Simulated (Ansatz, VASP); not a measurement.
## AlN in VASP and in Ansatz

Contents of POSCAR:

```
AlN
1.0
    3.1120000000      0.0000000000      0.0000000000
   -1.5560000000      2.6950710566      0.0000000000
    0.0000000000      0.0000000000      4.9820000000
Al N
2 2
Direct
    0.3333333333      0.6666666667      0.0000000000
    0.6666666667      0.3333333333      0.5000000000
    0.3333333333      0.6666666667      0.3820000000
    0.6666666667      0.3333333333      0.8820000000
```

Contents of INCAR.step1:

```
PREC = Accurate ; ENCUT = 520
ISMEAR = 0 ; SIGMA = 0.1
LREAL = F ; LASPH = T
NELM = 60 ; NBANDS = 16
GGA = PE ; ALGO = Normal
EDIFF = 1E-4 ; LWAVE = T
LCHARG = F
```

File INCAR.step2:

```
PREC = Accurate ; ENCUT = 520
EDIFF = 1E-6 ; ISMEAR = 0
SIGMA = 0.1 ; LREAL = F
LASPH = T ; NELM = 60
ALGO = Normal ; ISIF = 2
LWAVE = F ; LCHARG = F
METAGGA = R2SCAN ; LMIXTAU = T
NBANDS = 16 ; ISTART = 1
```

KPOINTS

```
regular mesh
0
Gamma
  6 6 4
```

Input for Ansatz:

```yaml
crystal:
  lattice:
    - [3.112, 0.0, 0.0]
    - [-1.556, 2.6950710566, 0.0]
    - [0.0, 0.0, 4.982]
  atoms:
    - { symbol: Al, position: [0.3333333333, 0.6666666667, 0.0] }
    - { symbol: Al, position: [0.6666666667, 0.3333333333, 0.5] }
    - { symbol: "N", position: [0.3333333333, 0.6666666667, 0.382] }
    - { symbol: "N", position: [0.6666666667, 0.3333333333, 0.882] }
basis:
  ecutwfc: 600.0
kpoints:
  mp_grid: { grid: [6, 6, 4] }
hamiltonian:
  xc: r2scan
  pseudopotentials: { kind: paw, azcp: { folder: soft_1 } }
scf:
  occupations: { method: gaussian, width: 0.1 }
output:
  forces: true
  stress: true
  eigenvalues: true
```

Alike in both runs: task single point; functional r2SCAN; k mesh 6 × 6 × 4; occupations gaussian, width 0.1 eV; no spin polarisation.

|  | VASP | Ansatz |
| --- | --- | --- |
| version | VASP 6.6.1 | Ansatz 0.2.0 |
| potentials or method | VASP PAW PBE potentials, release 64 (Al, N), cutoff 520 eV | scalar-relativistic, plane waves, PAW |
| valence electrons in the cell | 16 | 16 |

```tsv
	VASP	Ansatz	Ansatz less VASP
gap on the k mesh at the Fermi level (eV)	4.87	4.82	-0.048
least direct gap on the mesh (eV)	4.87	4.82	-0.048
pressure (GPa)	-1.3	-0.9	+0.35
traceless stress, the component that is largest in VASP (GPa)	0.14	0.14	-0.008
rms of the force components (eV/Å)	0.008	0.008	+0.0003
```

VASP's potentials were made for PBE, not for r2SCAN. Atom by atom the forces differ by 0.000 eV/Å (rms over components). With one functional, cell and mesh, what is left measures potentials, basis and numerics.
